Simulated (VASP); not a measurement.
# Ta in VASP: a series of runs

Ta is run at these levels: r2SCAN; tasks: single point.

Program: VASP 6.6.1. These are calculated values, not measurements. Logs are shortened: lines on timing, memory, paths and dates and some standing lists are left out, and cuts for length are marked.

## Step 1: The cell of the first run

The typed cell holds 1 atom: a = 2.851 Å, b = 2.851 Å, c = 2.851 Å, α = 109.45°, β = 109.47°, γ = 109.50°.

## Step 2: Single point, r2SCAN

File POSCAR:

```
Ta
1.0
   -1.6466620349      1.6460221223      1.6455019565
    1.6464570871     -1.6462569472      1.6455354386
    1.6464827987      1.6460817157     -1.6457379875
Ta
1
Direct
    0.0000000000      0.0000000000      0.0000000000
```

File INCAR.step1:

```
SYSTEM = Ta
  PREC = Accurate
  ENCUT = 520
  ISMEAR = -1
  SIGMA = 0.05
  LREAL = .False.
  LASPH = .True.
  NELM = 80
  NBANDS = 12
  GGA = PE
  ALGO = Normal
  EDIFF = 1E-4
  LWAVE = .True.
  LCHARG = .False.
```

File INCAR.step2:

```
SYSTEM = Ta
  PREC = Accurate
  ENCUT = 520
  EDIFF = 1E-6
  ISMEAR = -1
  SIGMA = 0.05
  LREAL = .False.
  LASPH = .True.
  NELM = 80
  ALGO = Normal
  ISIF = 2
  LWAVE = .False.
  LCHARG = .True.
  METAGGA = R2SCAN
  LMIXTAU = .True.
  LELF = .True.
  LVHAR = .True.
  NBANDS = 12
  ISTART = 1
```

File KPOINTS:

```
Automatic mesh
0
Gamma
  11 11 11
  0 0 0
```

Potentials or basis: VASP PAW PBE potentials, release 64 (Ta_pv).

Started as:

```
cat potpaw_PBE.64/Ta_pv/POTCAR > POTCAR
cp INCAR.step1 INCAR
mpirun -np 1 vasp_std > vasp.out
cp INCAR.step2 INCAR
mpirun -np 1 vasp_std > vasp.out
```

OUTCAR:

```text
SYSTEM = Ta
   PREC = Accurate
   ENCUT = 520
   EDIFF = 1E-6
   ISMEAR = -1
   LREAL = .False.
   LASPH = .True.
   NELM = 80
   ISIF = 2
   METAGGA = R2SCAN
   ISTART = 1

 ion  position               nearest neighbor table
   1  0.000  0.000  0.000-

  LATTYP: Found a triclinic cell.
 ALAT       =     8.0653345837
 B/A-ratio  =     0.3534959611
 C/A-ratio  =     0.5772951431
 COS(alpha) =     0.0003162633
 COS(beta)  =     0.2889444692
 COS(gamma) =     0.9428272356

  Lattice vectors:

 A1 = (   6.5862639556,  -3.2922194761,  -3.2912064619)
 A2 = (   1.6466620349,  -1.6460221223,  -1.6455019565)
 A3 = (   3.2927606496,   3.2919286065,  -0.0004385799)

Analysis of symmetry for initial positions (statically):
=====================================================================
 Subroutine PRICEL returns:
 Original cell was already a primitive cell.

 Routine SETGRP: Setting up the symmetry group for a
 triclinic supercell.

 Subroutine GETGRP returns: Found  2 space group operations
 (whereof  2 operations were pure point group operations)
 out of a pool of  2 trial point group operations.

The static configuration has the point symmetry S_2 .

Analysis of symmetry for dynamics (positions and initial velocities):
=====================================================================
 Subroutine PRICEL returns:
 Original cell was already a primitive cell.

 Routine SETGRP: Setting up the symmetry group for a
 triclinic supercell.

 Subroutine GETGRP returns: Found  2 space group operations
 (whereof  2 operations were pure point group operations)
 out of a pool of  2 trial point group operations.

The dynamic configuration has the point symmetry S_2 .

 Subroutine INISYM returns: Found  2 space group operations
 (whereof  2 operations are pure point group operations),
 and found     1 'primitive' translations

----------------------------------------------------------------------------------------

                                     Primitive cell

  volume of cell :      17.8386

  direct lattice vectors                    reciprocal lattice vectors
    -1.646662035  1.646022122  1.645501956     0.000034857  0.303778915  0.303877234
     1.646457087 -1.646256947  1.645535439     0.303698698  0.000038321  0.303874472
     1.646482799  1.646081716 -1.645737987     0.303696172  0.303773663  0.000040588

  length of vectors
     2.851063200  2.851099745  2.851130328     0.429677791  0.429619128  0.429546046

  position of ions in fractional coordinates (direct lattice)
     0.000000000  0.000000000  0.000000000

  ion indices of the primitive-cell ions
   primitive index   ion index
                 1           1

----------------------------------------------------------------------------------------

 KPOINTS: Automatic mesh

Automatic generation of k-mesh.
 Grid dimensions read from file:
 generate k-points for:   11   11   11

 Generating k-lattice:

  Cartesian coordinates                     Fractional coordinates (reciprocal lattice)
     0.000003169  0.027616265  0.027625203     0.090909091  0.000000000  0.000000000
     0.027608973  0.000003484  0.027624952     0.000000000  0.090909091  0.000000000
     0.027608743  0.027615788  0.000003690    -0.000000000  0.000000000  0.090909091

  Length of vectors
     0.039061617  0.039056284  0.039049641

  Shift w.r.t. Gamma in fractional coordinates (k-lattice)
     0.000000000  0.000000000  0.000000000

 Subroutine IBZKPT returns following result:
 ===========================================

 Found    666 irreducible k-points:

 Following reciprocal coordinates:
            Coordinates               Weight
  0.000000  0.000000  0.000000      1.000000
  0.090909  0.000000 -0.000000      2.000000
  0.181818  0.000000 -0.000000      2.000000
  0.272727  0.000000 -0.000000      2.000000
  0.363636  0.000000  0.000000      2.000000
  0.454545  0.000000  0.000000      2.000000
[... 16 lines left out ...]
  0.454545  0.181818  0.000000      2.000000
 -0.454545  0.181818  0.000000      2.000000
 [... further k-points ...]
   k-points           NKPTS =    666   k-points in BZ     NKDIM =    666   number of bands    NBANDS=     12
   number of dos      NEDOS =    301   number of ions     NIONS =      1
   total plane-waves  NPLWV =  13824
   dimension x,y,z NGX =    24 NGY =   24 NGZ =   24
   dimension x,y,z NGXF=    48 NGYF=   48 NGZF=   48
   ions per type =               1
   NGX,Y,Z   is equivalent  to a cutoff of  13.99, 13.99, 13.99 a.u.
   NGXF,Y,Z  is equivalent  to a cutoff of  27.99, 27.99, 27.99 a.u.
 SYSTEM =  Ta
   PREC   = accura    normal or accurate (medium, high low for compatibility)
   ISTART =      1    job   : 0-new  1-cont  2-samecut
   ICHARG =      0    charge: 1-file 2-atom 10-const
   ISPIN  =      1    spin polarized calculation?
   LNONCOLLINEAR =      F non collinear calculations
   LSORBIT =      F    spin-orbit coupling
   LASPH  =      T    aspherical Exc in radial PAW
   ENCUT  =  520.0 eV  38.22 Ry    6.18 a.u.   5.30  5.30  5.30*2*pi/ulx,y,z
   NELM   =     80;   NELMIN=  2; NELMDL=  0     # of ELM steps
   EDIFF  = 0.1E-05   stopping-criterion for ELM
   LREAL  =      F    real-space projection
   EDIFFG = 0.1E-04   stopping-criterion for IOM
   NSW    =      0    number of steps for IOM
   IBRION =     -1    ionic relax: 0-MD 1-quasi-New 2-CG
   NFREE  =      0    steps in history (QN), initial steepest desc. (CG)
   ISIF   =      2    stress and relaxation
   ISYM   =      2    0-nonsym 1-usesym 2-fastsym
   POTIM  = 0.5000    time-step for ionic-motion
   TEBEG  =    0.0;   TEEND  =   0.0 temperature during run
   PSTRESS=    0.0 pullay stress
   NELECT =      11.0000    total number of electrons
   NUPDOWN=      -1.0000    fix difference up-down
   EMIN   =  10.00;   EMAX   =-10.00  energy-range for DOS
   EFERMI =   0.00;   METHOD = LEGACY
   ISMEAR =    -1;   SIGMA  =   0.05  broadening in eV -4-tet -1-fermi 0-gaus
   EFERMI_NEDOS =   21; number of points for ismear=-14 and -15
   IALGO  =     38    algorithm
   IMIX   =      4    mixing-type and parameters
     AMIX     =   0.40;   BMIX     =  1.00
     AMIX_MAG =   1.60;   BMIX_MAG =  1.00
  volume/ion in A,a.u.               =      17.84       120.38
  Fermi-wavevector in a.u.,A,eV,Ry     =   1.393432  2.633204 26.417777  1.941652
  Thomas-Fermi vector in A             =   2.517078
   LORBIT       =      0    0 simple, 1 ext, 2 COOP (PROOUT), +10 PAW based schemes
   METAGGA = R2SCAN    functional components
   LHFCALC =     F    Hartree Fock is set to
   AEXX    =    0.0000 exact exchange contribution
   IVDW    =     0    specifies the selected vdW correction
   LEPSILON=     F    determine dielectric tensor
   LRPA    =     F    only Hartree local field effects (RPA)
 non-spin polarized calculation
  energy-cutoff  :      520.00
  volume of cell :       17.84
 maximum number of plane-waves:       488
 NGX is ok and might be reduce to    24
   NGX = 11   NGY = 11   NGZ = 11

 number of electron      11.0000002 magnetization

 Free energy of the ion-electron system (eV)
  ---------------------------------------------------
  ext. energy  EPLUGINS =         0.00000000
  ---------------------------------------------------
  free energy    TOTEN  =       -48.58361939 eV

  energy without entropy =      -48.57415002  energy(sigma->0) =      -48.57888470

 E-fermi :   5.3786     XC(G=0): -13.8268

 val. band max:        5.3617861679   @ k =  -0.4545  -0.4545   0.1818
 cond. band min:       5.3836970579   @ k =   0.0000  -0.1818   0.1818
 fundamental gap:      0.0219108900
 Fermi energy:         5.3786107442

 k-point     1 :       0.0000    0.0000    0.0000
  band No.  band energies     occupation
      1     -28.7755      2.00000
      2     -28.7755      2.00000
      3     -28.7749      2.00000
      4      -2.9631      2.00000
      5       6.2423      0.00000
      6       6.2475      0.00000
      7       6.2511      0.00000
      8       9.7628      0.00000
      9       9.7723      0.00000
     10      17.5686      0.00000
     11      21.2210      0.00000
     12      21.2265      0.00000

 k-point     2 :       0.0909    0.0000   -0.0000
  band No.  band energies     occupation
      1     -28.8853      2.00000
      2     -28.8088      2.00000
      3     -28.7762      2.00000
      4      -2.5767      2.00000
      5       5.9944      0.00001
      6       6.1591      0.00000
      7       6.6222      0.00000
      8       9.3966      0.00000
      9       9.7639      0.00000
     10      17.5685      0.00000
     11      21.5596      0.00000
     12      21.9004      0.00000

 k-point     3 :       0.1818    0.0000   -0.0000
  band No.  band energies     occupation
      1     -29.1725      2.00000
      2     -28.8976      2.00000
      3     -28.7780      2.00000
      4      -1.5310      2.00000
      5       5.3855      0.93078
      6       5.7359      0.00157
      7       7.7249      0.00000
      8       9.0149      0.00000
      9       9.8176      0.00000
     10      17.5684      0.00000
     11      21.9855      0.00000
     12      23.7547      0.00000
[... 286 lines left out ...]
 k-point    23 :       0.4545    0.1818    0.0000
  band No.  band energies     occupation
      1     -29.9099      2.00000
      2     -29.3184      2.00000
      3     -28.8941      2.00000
      4       1.8265      2.00000
      5       3.9446      2.00000
      6       5.4241      0.57431
      7       9.4319      0.00000
      8      10.8697      0.00000
      9      14.7538      0.00000
     10      16.7402      0.00000
     11      17.5784      0.00000
     12      19.8885      0.00000

 k-point    24 :      -0.4545    0.1818    0.0000
  band No.  band energies     occupation
      1     -29.8119      2.00000
      2     -29.2149      2.00000
      3     -28.8860      2.00000
      4       1.6040      2.00000
      5       4.0493      2.00000
      6       4.8381      1.99996
      7       9.1434      0.00000
      8      10.6698      0.00000
      9      12.9190      0.00000
     10      17.5632      0.00000
     11      18.6474      0.00000
     12      21.3099      0.00000

 [... further k-points ...]

------------------------ aborting loop because EDIFF is reached ----------------------------------------

  FORCE on cell =-STRESS in cart. coord.  units (eV):
  Direction    XX          YY          ZZ          XY          YZ          ZX
  --------------------------------------------------------------------------------------
  -------------------------------------------------------------------------------------
  Total        0.2895543      0.2916807      0.2943535      0.0010293      0.0013697      0.0011787
  in kB       26.0064113     26.1973969     26.4374547      0.0924479      0.1230231      0.1058686
  external PRESSURE =      26.2137543 kB  Pullay stress =       0.0000000 kB

 VOLUME and BASIS-vectors are now :
 -----------------------------------------------------------------------------
  energy-cutoff  :      520.00
  volume of cell :       17.84
      direct lattice vectors                 reciprocal lattice vectors
    -1.646662035  1.646022122  1.645501956     0.000034857  0.303778915  0.303877234
     1.646457087 -1.646256947  1.645535439     0.303698698  0.000038321  0.303874472
     1.646482799  1.646081716 -1.645737987     0.303696172  0.303773663  0.000040588

 POSITION                                       TOTAL-FORCE (eV/Angst)
 -----------------------------------------------------------------------------------
      0.00000      0.00000      0.00000         0.000000      0.000000      0.000000
 -----------------------------------------------------------------------------------
    total drift:                               -0.000000      0.000000      0.000000

  FREE ENERGIE OF THE ION-ELECTRON SYSTEM (eV)
  ---------------------------------------------------
  free  energy   TOTEN  =       -48.5836193877 eV

  energy  without entropy=      -48.5741500208  energy(sigma->0) =      -48.57888470
```

Run time: 2 min. Hardware: 1 thread of Intel Xeon 6975P-C (Granite Rapids), shared host; peak memory 0.26 GiB.

Results:

```yaml
Free_energy: -48.5836 eV
Pressure: 2.6 GPa
Band_gap_on_the_k_mesh: zero (an odd number of electrons rules out a gap without spin polarisation)
```

Levels at points of the mesh, in eV from the Fermi level:
```
           k point  band 3  band 4  band 5  band 6  band 7  band 8  band 9  band 10
(0.00, 0.00, 0.00)  -34.15   -8.34    0.86    0.87    0.87    4.38    4.39    12.19
```

Caveat: the PAW data sets were made with another functional, which shifts forces and pressure a little; spin-orbit coupling is left out, which moves the levels of the heavy elements.

## Step 3: Single point, r2SCAN

This run uses another cell than the first one, of 18.02 Å³/atom.

File POSCAR:

```
Ta
1.0
   -1.6513465318      1.6512475271      1.6517526240
    1.6513161828     -1.6512752805      1.6517495899
    1.6513170369      1.6512464084     -1.6517870681
Ta
1
Direct
    0.0000000000      0.0000000000      0.0000000000
```

File INCAR.step1:

```
PREC = Accurate ; ENCUT = 520
ISMEAR = -1 ; SIGMA = 0.05
LREAL = False ; LASPH = True
NELM = 80 ; NBANDS = 12
GGA = PE ; ALGO = Normal
EDIFF = 1E-4 ; LWAVE = True
LCHARG = False
```

File INCAR.step2:

```
PREC = Accurate ; ENCUT = 520
EDIFF = 1E-6 ; ISMEAR = -1
SIGMA = 0.05 ; LREAL = False
LASPH = True ; NELM = 80
ALGO = Normal ; ISIF = 2
LWAVE = False ; LCHARG = False
METAGGA = R2SCAN ; LMIXTAU = True
NBANDS = 12 ; ISTART = 1
```

File KPOINTS:

```
Automatic mesh
0
Gamma
  11 11 11
```

Potentials or basis: VASP PAW PBE potentials, release 64 (Ta_pv).

Started as:

```
cat potpaw_PBE.64/Ta_pv/POTCAR > POTCAR
cp INCAR.step1 INCAR
mpirun -np 1 vasp_std > vasp.out
cp INCAR.step2 INCAR
mpirun -np 1 vasp_std > vasp.out
```

It took 66 s on 1 thread of Intel Xeon 6975P-C (Granite Rapids), shared host; peak memory 0.2 GiB.

Results (log left out):

| Property | Result |
| --- | --- |
| Free energy | -48.5855 eV |
| Pressure | 0.6 GPa |
| Band gap on the k mesh | zero (an odd number of electrons rules out a gap without spin polarisation) |

Levels at points of the mesh, in eV from the Fermi level:
| k point | band 2 | band 3 | band 4 | band 5 | band 6 | band 7 | band 8 | band 9 | band 10 | band 11 |
| --- | --- | --- | --- | --- | --- | --- | --- | --- | --- | --- |
| (0.00, 0.00, 0.00) | -34.19 | -34.19 | -8.30 | 0.87 | 0.87 | 0.87 | 4.35 | 4.36 | 12.14 | 15.80 |

Caveat: the PAW data sets were made with another functional, which shifts forces and pressure a little; spin-orbit coupling is left out, which moves the levels of the heavy elements.

The gap in the log of VASP goes by the Fermi energy; the results here count the filled bands.